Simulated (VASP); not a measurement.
# Cr (Im-3m) in VASP: single point with PBE

Aim: the single point of Cr with PBE.

All numbers are computed with VASP 6.6.1; they aren't measurements. Logs are shortened: lines on timing, memory, paths and dates and some standing lists are left out, and cuts for length are marked.

## 1. The cell of the first run

Symmetry: Im-3m, No. 229, cubic system. Conventional cell: a = 2.837 Å, b = 2.837 Å, c = 2.837 Å, α = 90.00°, β = 90.00°, γ = 90.00°. Cr (site symmetry m-3m) has 14 Cr at 2.46 to 2.84 Å within 3.2 Å.

## 2. Single point, PBE, collinear spin, antiferromagnetic start

The input, INCAR:

```
ALGO = Normal
EDIFF = 1E-6
ENCUT = 520
GGA = PE
ISIF = 2
ISMEAR = -1
ISPIN = 2
LASPH = T
LCHARG = F
LMAXMIX = 4
LORBIT = 11
LREAL = F
LWAVE = F
MAGMOM = 1.5 -1.5
NBANDS = 23
NELM = 150
PREC = Accurate
SIGMA = 0.01
```

The input, KPOINTS:

```
k-points
0
Gamma
  16 16 16
```

The input, POSCAR:

```
Cr
1.0
    2.8370807469      0.0000000000      0.0000000000
    0.0000000000      2.8370807469      0.0000000000
    0.0000000000      0.0000000000      2.8370807469
Cr
2
Direct
    0.0000000000      0.0000000000      0.0000000000
    0.5000000000      0.5000000000      0.5000000000
```

Potentials or basis: VASP PAW PBE potentials, release 64 (Cr_pv).

Command:

```sh
$ cat potpaw_PBE.64/Cr_pv/POTCAR > POTCAR
$ mpirun -np 1 vasp_std > vasp.out
```

OUTCAR:

```text
EDIFF = 1E-6
   ENCUT = 520
   GGA = PE
   ISIF = 2
   ISMEAR = -1
   ISPIN = 2
   LASPH = T
   LORBIT = 11
   LREAL = F
   NELM = 150
   PREC = Accurate

 ion  position               nearest neighbor table
   1  0.000  0.000  0.000-   2 2.46   2 2.46   2 2.46   2 2.46   2 2.46   2 2.46   2 2.46   2 2.46

   2  0.500  0.500  0.500-   1 2.46   1 2.46   1 2.46   1 2.46   1 2.46   1 2.46   1 2.46   1 2.46

  LATTYP: Found a simple cubic cell.
 ALAT       =     2.8370807469

  Lattice vectors:

 A1 = (   2.8370807469,   0.0000000000,   0.0000000000)
 A2 = (   0.0000000000,   2.8370807469,   0.0000000000)
 A3 = (   0.0000000000,   0.0000000000,   2.8370807469)

Analysis of symmetry for initial positions (statically):
=====================================================================
 Subroutine PRICEL returns following result:

  LATTYP: Found a body centered cubic cell.
 ALAT       =     2.8370807469
[... 12 lines left out ...]
 Subroutine GETGRP returns: Found 48 space group operations
 (whereof 48 operations were pure point group operations)
 out of a pool of 48 trial point group operations.

The static configuration has the point symmetry O_h .

Analysis of symmetry for dynamics (positions and initial velocities):
=====================================================================
 Subroutine PRICEL returns following result:

  LATTYP: Found a body centered cubic cell.
 ALAT       =     2.8370807469
[... 12 lines left out ...]
 Subroutine GETGRP returns: Found 48 space group operations
 (whereof 48 operations were pure point group operations)
 out of a pool of 48 trial point group operations.

The dynamic configuration has the point symmetry O_h .

Analysis of structural, dynamic, and magnetic symmetry:
=====================================================================
 Subroutine PRICEL returns following result:

  LATTYP: Found a body centered cubic cell.
 ALAT       =     2.8370807469
[... 12 lines left out ...]
 Subroutine GETGRP returns: Found 48 space group operations
 (whereof 48 operations were pure point group operations)
 out of a pool of 48 trial point group operations.

The overall configuration has the point symmetry O_h .

 Subroutine INISYM returns: Found 48 space group operations
 (whereof 48 operations are pure point group operations),
 and found     2 'primitive' translations

----------------------------------------------------------------------------------------

                                     Primitive cell

[... 104 lines left out ...]
   EFERMI_NEDOS =   21; number of points for ismear=-14 and -15
   IALGO  =     38    algorithm
   IMIX   =      4    mixing-type and parameters
     AMIX     =   0.40;   BMIX     =  1.00
     AMIX_MAG =   1.60;   BMIX_MAG =  1.00
  volume/ion in A,a.u.               =      11.42        77.05
  Fermi-wavevector in a.u.,A,eV,Ry     =   1.664461  3.145375 37.693981  2.770429
  Thomas-Fermi vector in A             =   2.751000
   LORBIT       =     11    0 simple, 1 ext, 2 COOP (PROOUT), +10 PAW based schemes
   GGA     = PE    functional components
   LHFCALC =     F    Hartree Fock is set to
   AEXX    =    0.0000 exact exchange contribution
   IVDW    =     0    specifies the selected vdW correction
   LEPSILON=     F    determine dielectric tensor
   LRPA    =     F    only Hartree local field effects (RPA)
 spin polarized calculation
  energy-cutoff  :      520.00
  volume of cell :       22.84
 maximum number of plane-waves:       630
 NGX is ok and might be reduce to    24
   NGX = 11   NGY = 11   NGZ = 11

 number of electron      23.9999996 magnetization      -0.0000000

 number of electron      23.9999996 magnetization       0.0000000

 Free energy of the ion-electron system (eV)
  ---------------------------------------------------
  ext. energy  EPLUGINS =         0.00000000
  ---------------------------------------------------
  free energy    TOTEN  =       -19.04712592 eV

  energy without entropy =      -19.04684793  energy(sigma->0) =      -19.04698693

 E-fermi :  11.1086     XC(G=0): -13.7276

 val. band max:       11.0980813682   @ k =   0.3750   0.0000   0.0000
 cond. band min:      11.1149498430   @ k =   0.5000   0.4375   0.1250
 fundamental gap:      0.0168684748
 Fermi energy:        11.1086065154

 spin component 1

 k-point     1 :       0.0000    0.0000    0.0000
  band No.  band energies     occupation
      1     -32.3788      1.00000
      2     -32.3788      1.00000
      3     -32.3788      1.00000
      4     -31.2462      1.00000
      5     -31.2462      1.00000
      6     -31.2462      1.00000
[... 613 lines left out ...]
     22      26.7420      0.00000
     23      29.8571      0.00000

 [... further k-points ...]

 spin component 2

 k-point     1 :       0.0000    0.0000    0.0000
  band No.  band energies     occupation
      1     -32.3788      1.00000
      2     -32.3788      1.00000
      3     -32.3788      1.00000
      4     -31.2462      1.00000
      5     -31.2462      1.00000
      6     -31.2462      1.00000
[... 613 lines left out ...]
     22      26.7420      0.00000
     23      29.8571      0.00000

 [... further k-points ...]
[... 5 lines left out ...]
  --------------------------------------------------------------------------------------
  -------------------------------------------------------------------------------------
  Total        0.8836729      0.8836729      0.8836729      0.0000000      0.0000000     -0.0000000
  in kB       61.9993313     61.9993313     61.9993313      0.0000000      0.0000000     -0.0000000
  external PRESSURE =      61.9993313 kB  Pullay stress =       0.0000000 kB

 VOLUME and BASIS-vectors are now :
 -----------------------------------------------------------------------------
  energy-cutoff  :      520.00
  volume of cell :       22.84
      direct lattice vectors                 reciprocal lattice vectors
     2.837080747  0.000000000  0.000000000     0.352474987  0.000000000  0.000000000
     0.000000000  2.837080747  0.000000000     0.000000000  0.352474987  0.000000000
     0.000000000  0.000000000  2.837080747     0.000000000  0.000000000  0.352474987

 POSITION                                       TOTAL-FORCE (eV/Angst)
 -----------------------------------------------------------------------------------
      0.00000      0.00000      0.00000        -0.000000      0.000000     -0.000000
      1.41854      1.41854      1.41854         0.000000     -0.000000      0.000000
 -----------------------------------------------------------------------------------
    total drift:                                0.000000      0.000000     -0.000000

  FREE ENERGIE OF THE ION-ELECTRON SYSTEM (eV)
  ---------------------------------------------------
  free  energy   TOTEN  =       -19.0471259221 eV

  energy  without entropy=      -19.0468479345  energy(sigma->0) =      -19.04698693

 total charge

# of ion       s       p       d       tot
------------------------------------------
    1        0.445   6.411   4.231  11.087
    2        0.445   6.411   4.231  11.087
--------------------------------------------------
tot          0.890  12.822   8.461  22.173

 magnetization (x)

# of ion       s       p       d       tot
------------------------------------------
    1        0.012   0.006   0.908   0.926
    2       -0.012  -0.006  -0.908  -0.926
--------------------------------------------------
tot         -0.000   0.000   0.000   0.000
```

OSZICAR:

```text
N       E                     dE             d eps       ncg     rms          rms(c)
DAV:   1     0.241753650604E+03    0.24175E+03   -0.13168E+04 15228   0.129E+03
DAV:   2    -0.140259183776E+02   -0.25578E+03   -0.24604E+03 15495   0.379E+02
DAV:   3    -0.219784832487E+02   -0.79526E+01   -0.79015E+01 18729   0.790E+01
DAV:   4    -0.220473538315E+02   -0.68871E-01   -0.68803E-01 17085   0.738E+00
DAV:   5    -0.220482393878E+02   -0.88556E-03   -0.88551E-03 16568   0.790E-01    0.192E+01
DAV:   6    -0.190419737981E+02    0.30063E+01   -0.85976E+00 16433   0.358E+01    0.510E+00
DAV:   7    -0.190591087503E+02   -0.17135E-01   -0.25596E-01 16258   0.518E+00    0.318E+00
DAV:   8    -0.190552455134E+02    0.38632E-02   -0.10863E-02 17434   0.107E+00    0.104E+00
DAV:   9    -0.190461362286E+02    0.91093E-02   -0.11841E-02 16447   0.746E-01    0.318E-01
DAV:  10    -0.190467668379E+02   -0.63061E-03   -0.12669E-03 17826   0.342E-01    0.113E-01
DAV:  11    -0.190469465314E+02   -0.17969E-03   -0.98242E-04 18324   0.164E-01    0.851E-02
DAV:  12    -0.190470807655E+02   -0.13423E-03   -0.19519E-03 18199   0.226E-01    0.432E-02
DAV:  13    -0.190471094198E+02   -0.28654E-04   -0.32710E-04 17799   0.893E-02    0.216E-02
DAV:  14    -0.190471237427E+02   -0.14323E-04   -0.22920E-04 18789   0.650E-02    0.886E-03
DAV:  15    -0.190471257036E+02   -0.19609E-05   -0.14227E-05 17021   0.221E-02    0.214E-03
DAV:  16    -0.190471259221E+02   -0.21850E-06   -0.44929E-07  8696   0.600E-03
   1 F= -.19047126E+02 E0= -.19046987E+02  d E =-.277988E-03  mag=    -0.0000
```

stdout:

```text
POSCAR found type information on POSCAR Cr
 POSCAR found :  1 types and       2 ions
 scaLAPACK will be used
 LDA part: xc-table for (Slater+PW92), standard interpolation
 POSCAR, INCAR and KPOINTS ok, starting setup
 FFT: planning ... GRIDC
 FFT: planning ... GRID_SOFT
 FFT: planning ... GRID
 WAVECAR not read
 entering main loop
```

Wall time 5.9 min (1 thread of Intel Xeon 8259CL, shared host); peak memory 0.2 GiB.

Results:

```yaml
Free_energy: -19.0471 eV
Pressure: 6.2 GPa
Band_gap_on_the_k_mesh: zero (filled and empty bands overlap)
Net_moment: 0.00 μB per cell
Site_moments: Cr +0.93, -0.93 μB
Valence_electrons_inside_the_program's_atomic_spheres: Cr 11.09
```
